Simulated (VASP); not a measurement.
Runs of VASP 6.6.1 on MgS. The structure is that of space group F-43m (No. 216), or close to it. The cells are those of the table. 

| level | cell | k mesh | cutoff (eV) | smearing | grid for exact exchange (PRECFOCK) | share of exact exchange | screening parameter | gap on the mesh (eV) | pressure (GPa) |
| --- | --- | --- | --- | --- | --- | --- | --- | --- | --- |
| HSE06 | a = 3.952 Å, angles 60.0°, 2 atoms | 6 × 6 × 6 | 520 | fermi-dirac 0.05 eV | Normal | 0.25 | 0.2079 1/Å | 4.72 | (a) |
| SVWN5 | a = 4.007 Å, angles 60.0°, 2 atoms | 8 × 8 × 8 | 600 | fermi-dirac 0.025 eV | - | - | - | 3.18 | (b) |
| HSE06 | a = 4.085 Å, angles 60.0°, 2 atoms | 6 × 6 × 6 | 520 | fermi-dirac 0.05 eV | Normal | 0.25 | 0.2079 1/Å | 4.19 | (c) |
| HSE06 | a = 4.059 Å, angles 60.0°, 2 atoms | 6 × 6 × 6 | 520 | fermi-dirac 0.05 eV | Normal | 0.25 | 0.2079 1/Å | 4.29 | -2.4 |
| PBE0 | a = 3.744 Å, angles 60.0°, 2 atoms | 6 × 6 × 6 | 520 | gaussian 0.05 eV | Normal | 0.25 | - | 5.36 | 17.7 |

Alike in all rows: task single point; potentials or basis VASP PAW PBE potentials, release 64 (S, Mg); no spin polarisation.

Estimate the missing entries.

(a) 2.3; (b) -2.1; (c) -3.3.

Caveats: the PAW data sets were made with another functional, which shifts forces and pressure a little; the cell stands under tension (at least some runs); the cell stands under pressure (at least some runs).

A k mesh can miss the band edges.
